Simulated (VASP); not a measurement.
Runs of VASP 6.6.1 on Si. The structure is that of space group Fd-3m (No. 227), or close to it. The cells are those of the table. 

```csv
cell,gap on the mesh (eV),pressure (GPa)
"a = 3.759 Å, angles 60.0°, 2 atoms",(c),9.1
"a = 3.838 Å, angles 60.0°, 2 atoms",0.70,2.2
"a = 3.799 Å, angles 60.0°, 2 atoms",(a),5.4
"a = 3.913 Å, angles 60.0°, 2 atoms",0.80,-2.9
"a = 3.876 Å, angles 60.0°, 2 atoms",0.76,(b)
```

Alike in all rows: task single point; level PBE; potentials or basis VASP PAW PBE potentials, release 64 (Si); no spin polarisation; k mesh 6 × 6 × 6; cutoff (eV) 520; smearing gaussian 0.01 eV.

**Question.** Estimate the missing entries.

**Answer.** (a) 0.64; (b) -0.5; (c) 0.57.

A k mesh can miss the band edges.
